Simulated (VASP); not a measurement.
# TaN (P1) in VASP: a series of runs, part 2 of 2

VASP 6.6.1. Earlier steps stand in the parts before.

## (3) Single point, PBE (equal xy, yz and zx shear strains of -1 %)

The input, INCAR:

```
PREC = Accurate
ENCUT = 520
EDIFF = 1E-6
ISMEAR = -1
SIGMA = 0.02
LREAL = F
LASPH = T
NELM = 100
ALGO = Normal
ISIF = 2
LWAVE = F
LCHARG = T
GGA = PE
LELF = T
LVHAR = T
NBANDS = 15
```

The input, KPOINTS:

```
regular mesh
0
Gamma
  12 12 10
```

The input, POSCAR:

```
TaN
1.0
    2.9379988584     -0.0146899943     -0.0146899943
   -1.4817213374      2.5517266448     -0.0053769111
   -0.0144150000     -0.0144150000      2.8830000000
Ta N
1 1
Direct
    0.3333333333      0.6666666667      0.5000000000
    0.0000000000      0.0000000000      0.0000000000
```

Potentials or basis: VASP PAW PBE potentials, release 64 (Ta_pv, N).

On the command line:

```
cat potpaw_PBE.64/Ta_pv/POTCAR potpaw_PBE.64/N/POTCAR > POTCAR
mpirun -np 1 vasp_std > vasp.out
```

OUTCAR:

```text
PREC = Accurate
   ENCUT = 520
   EDIFF = 1E-6
   ISMEAR = -1
   LREAL = F
   LASPH = T
   NELM = 100
   ISIF = 2
   GGA = PE

 ion  position               nearest neighbor table
   1  0.333  0.667  0.500-   2 2.21   2 2.22   2 2.23   2 2.24   2 2.24   2 2.24
   2  0.000  0.000  0.000-   1 2.21   1 2.22   1 2.23   1 2.24   1 2.24   1 2.24

  LATTYP: Found a triclinic cell.
 ALAT       =     2.9507348072
 B/A-ratio  =     1.7246180512
 C/A-ratio  =     1.4019657361
 COS(alpha) =     0.0001326136
 COS(beta)  =     0.3571629385
 COS(gamma) =     0.8672748744

  Lattice vectors:

 A1 = (   1.4817213374,  -2.5517266448,   0.0053769111)
 A2 = (   0.0254438164,  -5.0887632953,   0.0254438165)
 A3 = (   2.9524138584,  -0.0002749943,  -2.8976899943)

Analysis of symmetry for initial positions (statically):
=====================================================================
 Subroutine PRICEL returns:
 Original cell was already a primitive cell.

 Routine SETGRP: Setting up the symmetry group for a
 triclinic supercell.

 Subroutine GETGRP returns: Found  1 space group operations
 (whereof  1 operations were pure point group operations)
 out of a pool of  2 trial point group operations.

The static configuration has the point symmetry C_1 .

Analysis of symmetry for dynamics (positions and initial velocities):
=====================================================================
 Subroutine PRICEL returns:
 Original cell was already a primitive cell.

 Routine SETGRP: Setting up the symmetry group for a
 triclinic supercell.

 Subroutine GETGRP returns: Found  1 space group operations
 (whereof  1 operations were pure point group operations)
 out of a pool of  2 trial point group operations.

The dynamic configuration has the point symmetry C_1 .

 Subroutine INISYM returns: Found  1 space group operations
 (whereof  1 operations are pure point group operations),
 and found     1 'primitive' translations

----------------------------------------------------------------------------------------
[... 123 lines left out ...]
   LRPA    =     F    only Hartree local field effects (RPA)
 non-spin polarized calculation
  energy-cutoff  :      520.00
  volume of cell :       21.55
 maximum number of plane-waves:       600
 NGX is ok and might be reduce to    24
   NGX = 11   NGY = 11   NGZ = 11

 number of electron      16.0000001 magnetization

 Free energy of the ion-electron system (eV)
  ---------------------------------------------------
  ext. energy  EPLUGINS =         0.00000000
  ---------------------------------------------------
  free energy    TOTEN  =       -22.43561081 eV

  energy without entropy =      -22.43546114  energy(sigma->0) =      -22.43553597

 E-fermi :   8.3463     XC(G=0): -13.3461

 val. band max:        8.3335626428   @ k =   0.0833   0.0000   0.5000
 cond. band min:       8.3522442522   @ k =   0.0000   0.0000   0.4000
 fundamental gap:      0.0186816094
 Fermi energy:         8.3463375763

 k-point     1 :       0.0000    0.0000    0.0000
  band No.  band energies     occupation
      1     -26.5922      2.00000
      2     -26.3385      2.00000
      3     -26.3163      2.00000
      4      -9.5274      2.00000
      5       3.6259      2.00000
      6       3.7481      2.00000
      7       4.0526      2.00000
      8       5.3274      2.00000
      9      10.4552      0.00000
     10      11.7512      0.00000
     11      11.8760      0.00000
     12      12.2697      0.00000
     13      12.3190      0.00000
     14      21.3622      0.00000
[... 401 lines left out ...]
      2     -26.7090      2.00000
      3     -26.4474      2.00000
      4      -7.2030      2.00000
      5       0.3692      2.00000
      6       3.1681      2.00000
      7       3.6142      2.00000
      8       6.5140      2.00000
      9      10.1456      0.00000
     10      10.3340      0.00000
     11      12.7640      0.00000
     12      14.7816      0.00000
     13      17.3984      0.00000
     14      21.0912      0.00000
     15      21.6456      0.00000

 [... further k-points ...]

------------------------ aborting loop because EDIFF is reached ----------------------------------------

  FORCE on cell =-STRESS in cart. coord.  units (eV):
  Direction    XX          YY          ZZ          XY          YZ          ZX
  --------------------------------------------------------------------------------------
  -------------------------------------------------------------------------------------
  Total        0.6706437      0.6950571      0.8547356      0.3065217      0.3371888      0.3374465
  in kB       49.8604995     51.6755657     63.5472183     22.7890384     25.0690511     25.0882092
  external PRESSURE =      55.0277612 kB  Pullay stress =       0.0000000 kB

 VOLUME and BASIS-vectors are now :
 -----------------------------------------------------------------------------
  energy-cutoff  :      520.00
  volume of cell :       21.55
      direct lattice vectors                 reciprocal lattice vectors
     2.937998858 -0.014689994 -0.014689994     0.341372378  0.198231752  0.002698021
    -1.481721337  2.551726645 -0.005376911     0.001975088  0.393042551  0.001975088
    -0.014415000 -0.014415000  2.883000000     0.001743107  0.001743107  0.346878340

 POSITION                                       TOTAL-FORCE (eV/Angst)
 -----------------------------------------------------------------------------------
     -0.01569      1.68905      1.43302        -0.024329     -0.000378     -0.005585
      0.00000      0.00000      0.00000         0.024329      0.000378      0.005585
 -----------------------------------------------------------------------------------
    total drift:                               -0.000030     -0.000006      0.000030

  FREE ENERGIE OF THE ION-ELECTRON SYSTEM (eV)
  ---------------------------------------------------
  free  energy   TOTEN  =       -22.4356108053 eV

  energy  without entropy=      -22.4354611415  energy(sigma->0) =      -22.43553597
```

Run time: 100 s. Hardware: 1 thread of Intel Xeon Platinum 8488C (Sapphire Rapids), shared host; peak memory 0.34 GiB.

Results:

```yaml
Free_energy: -22.4356 eV
Pressure: 5.5 GPa
Largest_force: 0.025 eV/Å
Band_gap_on_the_k_mesh: zero (band 8 reaches 8.60 eV, above the bottom of band 9 at 8.27 eV)
```

Forces in eV/Å, atoms in the order of the input:
```
Ta  -0.024  0.000 -0.006
N    0.024  0.000  0.006
```

Stress tensor (GPa, compression positive):
```
4.99 2.28 2.51
2.28 5.17 2.51
2.51 2.51 6.35
```

Levels at points of the mesh, in eV from the Fermi level:
```csv
k point,band 5,band 6,band 7,band 8,band 9,band 10,band 11,band 12
"(0.00, 0.00, 0.00)",-4.72,-4.60,-4.29,-3.02,2.11,3.40,3.53,3.92
"(0.50, 0.00, 0.00)",-8.36,-5.29,-3.55,-3.32,2.87,3.91,5.11,5.23
"(0.00, 0.50, 0.00)",-8.38,-5.28,-3.56,-3.28,2.91,3.94,5.11,5.23
"(0.50, 0.50, 0.00)",-8.39,-5.28,-3.58,-3.23,2.94,3.97,5.11,5.23
"(0.00, 0.00, 0.50)",-9.44,-3.86,-3.82,-0.28,-0.07,2.30,3.19,3.31
"(0.50, 0.00, 0.50)",-7.42,-6.29,-5.84,-0.40,4.05,5.29,5.97,7.00
"(0.00, 0.50, 0.50)",-7.41,-6.28,-5.78,-0.45,4.07,5.25,5.96,6.99
"(0.50, 0.50, 0.50)",-7.41,-6.27,-5.71,-0.51,4.08,5.23,5.93,6.98
```

Caveat: the cell differs from its parent crystal (equal xy, yz and zx shear strains of -1 %); spin-orbit coupling is left out, which moves the levels of the heavy elements.

## (4) Single point, PBE (equal xy, yz and zx shear strains of +2 %)

The input, INCAR:

```
SYSTEM = TaN
PREC     = Accurate       ! precision mode
ENCUT    = 520            ! plane-wave cutoff, eV
EDIFF    = 1E-6           ! SCF threshold, eV
ISMEAR   = -1             ! smearing method
SIGMA    = 0.02           ! smearing width, eV
LREAL    = .False.        ! projectors in reciprocal space
LASPH    = .True.         ! aspherical terms in the spheres
NELM     = 100            ! most SCF steps
ALGO     = Normal         ! electronic algorithm
ISIF     = 2              ! what is computed and relaxed
LWAVE    = .False.        ! write WAVECAR
LCHARG   = .True.         ! write CHGCAR
GGA      = PE             ! functional
LELF     = .True.         ! ELF
LVHAR    = .True.       
NBANDS   = 15             ! bands
```

The input, KPOINTS:

```
Automatic mesh
0
Gamma
  12 12 10
  0 0 0
```

The input, POSCAR:

```
TaN
1.0
    2.9379988584      0.0293799886      0.0293799886
   -1.4435556127      2.5296916534      0.0107538222
    0.0288300000      0.0288300000      2.8830000000
Ta N
1 1
Direct
    0.3333333333      0.6666666667      0.5000000000
    0.0000000000      0.0000000000      0.0000000000
```

On the command line:

```
cat potpaw_PBE.64/Ta_pv/POTCAR potpaw_PBE.64/N/POTCAR > POTCAR
mpirun -np 1 vasp_std > vasp.out
```

It took 98 s on 1 thread of Intel Xeon Platinum 8488C (Sapphire Rapids), shared host; peak memory 0.34 GiB.

It converged, with:

```yaml
Free_energy: -22.4217 eV
Pressure: 5.8 GPa
Largest_force: 0.029 eV/Å
Band_gap_on_the_k_mesh: zero (band 8 reaches 8.52 eV, above the bottom of band 9 at 8.26 eV)
```

Forces on the atoms (eV/Å):
```
Ta   0.020 -0.002 -0.021
N   -0.020  0.002  0.021
```

Stress tensor (GPa, compression positive):
```
 5.16 -4.27 -4.78
-4.27  5.62 -4.77
-4.78 -4.77  6.68
```

Levels at points of the mesh, in eV from the Fermi level:
| k point | band 5 | band 6 | band 7 | band 8 | band 9 | band 10 | band 11 | band 12 |
| --- | --- | --- | --- | --- | --- | --- | --- | --- |
| (0.00, 0.00, 0.00) | -4.76 | -4.51 | -4.25 | -2.99 | 2.11 | 3.33 | 3.55 | 4.04 |
| (0.50, 0.00, 0.00) | -8.37 | -5.26 | -3.55 | -3.16 | 3.05 | 4.00 | 5.16 | 5.24 |
| (0.00, 0.50, 0.00) | -8.34 | -5.26 | -3.52 | -3.24 | 2.90 | 4.00 | 5.11 | 5.30 |
| (0.50, 0.50, 0.00) | -8.32 | -5.26 | -3.50 | -3.32 | 2.75 | 4.02 | 5.08 | 5.34 |
| (0.00, 0.00, 0.50) | -9.41 | -3.86 | -3.77 | -0.35 | 0.07 | 2.31 | 3.21 | 3.38 |
| (0.50, 0.00, 0.50) | -7.37 | -6.24 | -5.62 | -0.52 | 4.14 | 5.22 | 5.94 | 7.02 |
| (0.00, 0.50, 0.50) | -7.38 | -6.25 | -5.74 | -0.41 | 4.10 | 5.24 | 6.01 | 7.02 |
| (0.50, 0.50, 0.50) | -7.40 | -6.26 | -5.86 | -0.30 | 4.06 | 5.34 | 6.03 | 7.03 |

Caveat: the cell differs from its parent crystal (equal xy, yz and zx shear strains of +2 %); spin-orbit coupling is left out, which moves the levels of the heavy elements.

## (5) Single point, PBE (equal xy, yz and zx shear strains of -2 %)

The input, INCAR:

```
ALGO = Normal
EDIFF = 1E-6
ENCUT = 520
GGA = PE
ISIF = 2
ISMEAR = -1
LASPH = T
LCHARG = F
LREAL = F
LWAVE = F
NBANDS = 15
NELM = 100
PREC = Accurate
SIGMA = 0.02
```

The input, KPOINTS:

```
k-points
0
Gamma
  12 12 10
```

The input, POSCAR:

```
TaN
1.0
    2.9379988584     -0.0293799886     -0.0293799886
   -1.4944432457      2.5590716420     -0.0107538222
   -0.0288300000     -0.0288300000      2.8830000000
Ta N
1 1
Direct
    0.3333333333      0.6666666667      0.5000000000
    0.0000000000      0.0000000000      0.0000000000
```

On the command line:

```
cat potpaw_PBE.64/Ta_pv/POTCAR potpaw_PBE.64/N/POTCAR > POTCAR
mpirun -np 1 vasp_std > vasp.out
```

Wall time 100 s (1 thread of Intel Xeon Platinum 8488C (Sapphire Rapids), shared host); peak memory 0.34 GiB.

The run converged. Its results:

```yaml
Free_energy: -22.4206 eV
Pressure: 5.8 GPa
Largest_force: 0.064 eV/Å
Band_gap_on_the_k_mesh: zero (band 8 reaches 8.52 eV, above the bottom of band 9 at 8.26 eV)
```

Forces on the atoms (eV/Å):
```
Ta  -0.060 -0.003 -0.023
N    0.060  0.003  0.023
```

Stress tensor (GPa, compression positive):
```
5.17 4.58 5.10
4.58 5.63 5.09
5.10 5.09 6.70
```

Levels at points of the mesh, in eV from the Fermi level:
| k point | band 4 | band 5 | band 6 | band 7 | band 8 | band 9 | band 10 | band 11 | band 12 | band 13 |
| --- | --- | --- | --- | --- | --- | --- | --- | --- | --- | --- |
| (0.00, 0.00, 0.00) | -17.85 | -4.76 | -4.52 | -4.25 | -2.99 | 2.11 | 3.32 | 3.55 | 4.01 | 4.11 |
| (0.50, 0.00, 0.00) | -15.52 | -8.32 | -5.27 | -3.50 | -3.33 | 2.85 | 3.93 | 5.11 | 5.28 | 7.42 |
| (0.00, 0.50, 0.00) | -15.56 | -8.35 | -5.26 | -3.53 | -3.25 | 2.90 | 3.99 | 5.12 | 5.29 | 7.40 |
| (0.50, 0.50, 0.00) | -15.59 | -8.38 | -5.26 | -3.56 | -3.16 | 2.94 | 4.07 | 5.10 | 5.32 | 7.37 |
| (0.00, 0.00, 0.50) | -15.20 | -9.41 | -3.86 | -3.78 | -0.35 | 0.06 | 2.31 | 3.16 | 3.42 | 8.17 |
| (0.50, 0.00, 0.50) | -15.85 | -7.40 | -6.27 | -5.87 | -0.31 | 4.07 | 5.33 | 6.02 | 7.05 | 10.30 |
| (0.00, 0.50, 0.50) | -15.86 | -7.39 | -6.25 | -5.75 | -0.42 | 4.10 | 5.24 | 6.00 | 7.01 | 10.14 |
| (0.50, 0.50, 0.50) | -15.88 | -7.37 | -6.24 | -5.62 | -0.53 | 4.13 | 5.23 | 5.94 | 6.99 | 9.97 |

Caveat: the cell differs from its parent crystal (equal xy, yz and zx shear strains of -2 %); spin-orbit coupling is left out, which moves the levels of the heavy elements.

## (6) Single point, PBE (equal xy, yz and zx shear strains of +1 %)

The input, INCAR:

```
SYSTEM = TaN
ALGO = Normal ; EDIFF = 1E-7
ENCUT = 520 ; GGA = PE
ISIF = 2 ; ISMEAR = -1
LASPH = .TRUE. ; LCHARG = .FALSE.
LREAL = .FALSE. ; LWAVE = .FALSE.
NBANDS = 15 ; NELM = 60
PREC = Accurate ; SIGMA = 0.02
```

The input, KPOINTS:

```
k-points
0
G
  12 12 10
  0 0 0
```

The input, POSCAR:

```
TaN
1.0
    2.9379988584      0.0146899943      0.0146899943
   -1.4562775210      2.5370366506      0.0053769111
    0.0144150000      0.0144150000      2.8830000000
Ta N
1 1
Direct
    0.3333333333      0.6666666667      0.5000000000
    0.0000000000      0.0000000000      0.0000000000
```

Potentials or basis: VASP PAW PBE potentials, release 64 (Ta_pv, N).

On the command line:

```
cat potpaw_PBE.64/Ta_pv/POTCAR potpaw_PBE.64/N/POTCAR > POTCAR
mpirun -np 1 vasp_std > vasp.out
```

Run time: 1.8 min. Hardware: 1 thread of Intel Xeon Platinum 8488C (Sapphire Rapids), shared host; peak memory 0.34 GiB.

It converged, with:

```yaml
Free_energy: -22.4358 eV
Pressure: 5.5 GPa
Largest_force: 0.015 eV/Å
Band_gap_on_the_k_mesh: zero (band 8 reaches 8.60 eV, above the bottom of band 9 at 8.27 eV)
```

Forces on the atoms (eV/Å):
```
Ta   0.014  0.000 -0.005
N   -0.014  0.000  0.005
```

Stress tensor (GPa, compression positive):
```
 4.99 -2.20 -2.43
-2.20  5.18 -2.43
-2.43 -2.43  6.36
```

Levels at points of the mesh, in eV from the Fermi level:
| k point | band 5 | band 6 | band 7 | band 8 | band 9 | band 10 | band 11 | band 12 |
| --- | --- | --- | --- | --- | --- | --- | --- | --- |
| (0.00, 0.00, 0.00) | -4.72 | -4.60 | -4.29 | -3.02 | 2.11 | 3.41 | 3.53 | 3.93 |
| (0.50, 0.00, 0.00) | -8.39 | -5.28 | -3.58 | -3.23 | 2.97 | 3.94 | 5.14 | 5.20 |
| (0.00, 0.50, 0.00) | -8.38 | -5.28 | -3.56 | -3.28 | 2.91 | 3.94 | 5.11 | 5.23 |
| (0.50, 0.50, 0.00) | -8.36 | -5.28 | -3.55 | -3.32 | 2.85 | 3.94 | 5.09 | 5.25 |
| (0.00, 0.00, 0.50) | -9.44 | -3.87 | -3.82 | -0.28 | -0.07 | 2.30 | 3.20 | 3.30 |
| (0.50, 0.00, 0.50) | -7.41 | -6.28 | -5.71 | -0.51 | 4.09 | 5.23 | 5.93 | 6.99 |
| (0.00, 0.50, 0.50) | -7.41 | -6.28 | -5.77 | -0.45 | 4.07 | 5.25 | 5.96 | 6.99 |
| (0.50, 0.50, 0.50) | -7.42 | -6.28 | -5.84 | -0.40 | 4.05 | 5.29 | 5.97 | 6.99 |

Caveat: the cell differs from its parent crystal (equal xy, yz and zx shear strains of +1 %); spin-orbit coupling is left out, which moves the levels of the heavy elements.

## (7) Overview

```csv
cell,gap on the mesh (eV),pressure (GPa),largest force (eV/Å)
"a = 2.939, b = 2.976, c = 2.884 Å, angles 90.6, 91.7, 121.3°, 2 atoms",none,6.4,0.12
"a = 2.938, b = 2.951, c = 2.883 Å, angles 90.2, 90.6, 120.4°, 2 atoms",none,5.5,0.02
"a = 2.938, b = 2.913, c = 2.883 Å, angles 89.6, 88.8, 119.1°, 2 atoms",none,5.8,0.03
"a = 2.938, b = 2.963, c = 2.883 Å, angles 90.4, 91.1, 120.9°, 2 atoms",none,5.8,0.06
"a = 2.938, b = 2.925, c = 2.883 Å, angles 89.8, 89.4, 119.6°, 2 atoms",none,5.5,0.02
```

Alike in all rows: task single point; level PBE; potentials or basis VASP PAW PBE potentials, release 64 (Ta_pv, N); no spin polarisation; k mesh 12 × 12 × 10; cutoff (eV) 520; smearing fermi-dirac 0.02 eV.

Caveats: spin-orbit coupling is left out, which moves the levels of the heavy elements.

Total energies depend on the potentials used, so only differences within one code and one set of settings carry meaning.
